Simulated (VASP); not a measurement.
Wanted: the native input for a VASP 6.6.1 run.

```yaml
Task: single point
Functional: PBE
Potentials_or_basis: VASP PAW PBE potentials, release 64 (Mg_sv, O)
Cutoff: 840 eV
k_mesh: 10 × 10 × 10
Occupations: gaussian, width 0.02 eV
Spin: no spin polarisation
Dipole_correction: no
Further_INCAR_settings: ALGO = Normal; EDIFF = 1e-06; NBANDS = 15
```

The structure of MgO lies in POSCAR:

```
MgO
1.0
    0.0000000000      2.1241300991      2.1241300991
    2.1241300991      0.0000000000      2.1241300991
    2.1241300991      2.1241300991      0.0000000000
Mg O
1 1
Direct
    0.0000000000      0.0000000000      0.0000000000
    0.5000000000      0.5000000000      0.5000000000
```

One way to write it, as run:

INCAR

```
  PREC = Accurate
  ENCUT = 840
  EDIFF = 1E-6
  ISMEAR = 0
  SIGMA = 0.02
  LREAL = False
  LASPH = True
  NELM = 120
  ALGO = Normal
  ISIF = 2
  LWAVE = False
  LCHARG = False
  GGA = PE
  NBANDS = 15
  GGA_COMPAT = False
```

KPOINTS

```
regular mesh
0
Gamma
  10 10 10
```

Potentials or basis: VASP PAW PBE potentials, release 64 (Mg_sv, O).

The run is started by

```bash
$ cat potpaw_PBE.64/Mg_sv/POTCAR potpaw_PBE.64/O/POTCAR > POTCAR
$ mpirun -np 1 vasp_std > vasp.out
```

It gave:

The pressure is 0.6 GPa and the band gap on the k mesh is 4.49 eV.

Wall time 13 s on 1 thread of Intel(R) Xeon(R) Platinum 8488C (Sapphire Rapids) (shared host), peak memory 0.16 GiB.
